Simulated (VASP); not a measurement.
Wanted: the native input for a VASP 6.6.1 run.

```
Task                   : single point
Functional             : LDA
Potentials or basis    : VASP PAW LDA potentials, release 64 (Cu)
Cutoff                 : 600 eV
k mesh                 : 13 × 13 × 13
Occupations            : fermi-dirac, width 0.05 eV
Spin                   : no spin polarisation
Dipole correction      : no
Further INCAR settings : ALGO = Normal; EDIFF = 1e-06; NBANDS = 12
```

The structure of Cu lies in POSCAR:

```
Cu
1.0
    0.0000000000      1.7587488568      1.7587488568
    1.7587488568      0.0000000000      1.7587488568
    1.7587488568      1.7587488568      0.0000000000
Cu
1
Direct
    0.0000000000      0.0000000000      0.0000000000
```

The input as run:

INCAR

```
SYSTEM = Cu
  PREC = Accurate
  ENCUT = 600
  EDIFF = 1E-6
  ISMEAR = -1
  SIGMA = 0.05
  LREAL = .False.
  LASPH = .True.
  NELM = 120
  ALGO = Normal
  ISIF = 2
  LWAVE = .False.
  LCHARG = .False.
  GGA = CA
  NBANDS = 12
  GGA_COMPAT = .False.
```

KPOINTS

```
Automatic mesh
0
Gamma
  13 13 13
  0 0 0
```

Potentials or basis: VASP PAW LDA potentials, release 64 (Cu).

Launch:

```bash
$ cat potpaw_LDA.64/Cu/POTCAR > POTCAR
$ mpirun -np 1 vasp_std > vasp.out
```

It gave:

| Item | Value |
| --- | --- |
| Pressure | 0.9 GPa |

Run time: 4.7 s on 1 thread of Intel(R) Xeon(R) 6975P-C (Granite Rapids), on a shared host, peak memory 0.12 GiB.
